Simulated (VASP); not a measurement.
The system is GaAs.

```
As Ga
1.0
     0.00000    2.76914    2.76914
     2.76914    0.00000    2.76914
     2.76914    2.76914    0.00000
As Ga
1 1
Cartesian
  4.1537 4.1537 4.1537
  0.0000 0.0000 0.0000
```

This cell differs from its parent crystal: volume scaled by 0.94.

Base run:

* Program: VASP 6.6.1
* Functional: PBEsol
* Potentials or basis: VASP PAW PBE potentials, release 64 (As, Ga_d)
* Cutoff: 520 eV
* k mesh: 8 × 8 × 8
* Occupations: fermi-dirac, width 0.05 eV
* Spin: no spin polarisation

Its results: band gap on the k mesh 0.93 eV, direct; pressure 5.4 GPa.

Q: The run is repeated on the same cell with these changes: functional from PBEsol to LDA; potentials or basis from VASP PAW PBE potentials, release 64 (As, Ga_d) to VASP PAW LDA potentials, release 64 (As, Ga_d). What comes out?

A: Band gap on the k mesh 0.81 eV, direct; pressure 3.2 GPa.

Caveats: the PAW data sets were made with another functional, which shifts forces and pressure a little (some runs).

A k mesh can miss the band edges.
